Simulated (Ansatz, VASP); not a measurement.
**Two plane-wave programs on Re**

The input INCAR:

```
SYSTEM = Re
PREC = Accurate ; ENCUT = 520
EDIFF = 1E-6 ; ISMEAR = 0
SIGMA = 0.15 ; LREAL = .False.
LASPH = .True. ; NELM = 100
ALGO = Fast ; ISIF = 2
LWAVE = .False. ; LCHARG = .True.
GGA = PS ; LELF = .True.
LVHAR = .True. ; NBANDS = 10
```

The input KPOINTS:

```
regular mesh
0
Gamma
  22 22 22
  0 0 0
```

File POSCAR:

```
Re
1.0
    0.0000000000      1.8585461570      2.2302553884
    1.8585461570      0.0000000000      2.2302553884
    1.8585461570      1.8585461570      0.0000000000
Re
1
Direct
    0.0000000000      0.0000000000      0.0000000000
```

Input for Ansatz:

```yaml
crystal:
  lattice:
    - [0.0, 1.858546157, 2.2302553884]
    - [1.858546157, 0.0, 2.2302553884]
    - [1.858546157, 1.858546157, 0.0]
  atoms:
    - { symbol: Re, position: [0.0, 0.0, 0.0] }
basis:
  ecutwfc: 420
kpoints:
  mp_grid: { grid: [22, 22, 22] }
hamiltonian:
  xc: pbesol
scf:
  occupations: { method: gaussian, width: 0.15 }
output:
  forces: true
  stress: true
  eigenvalues: true
```

Alike in both runs: task single point; functional PBEsol; k mesh 22 × 22 × 22; occupations gaussian, width 0.15 eV; no spin polarisation.

|  | VASP | Ansatz |
| --- | --- | --- |
| version | VASP 6.6.1 | Ansatz 0.2.0 |
| potentials or method | VASP PAW PBE potentials, release 64 (Re), cutoff 520 eV | scalar-relativistic, plane waves, PAW |
| valence electrons in the cell | 7 | 15 |

|  | VASP | Ansatz | Ansatz less VASP |
| --- | --- | --- | --- |
| gap on the k mesh at the Fermi level (eV) | none | none | - |
| pressure (GPa) | -13.7 | -13.2 | +0.49 |
| traceless stress, the component that is largest in VASP (GPa) | -29.47 | -29.87 | -0.403 |

VASP's potentials were made for PBE, not for PBEsol. A gap of «none» marks a metal or a gap that the smearing closes. VASP's potentials hold 7 valence electrons a cell and Ansatz's 15, so a difference there can come from the potentials and not from the codes.

Neither program's run includes spin-orbit coupling.
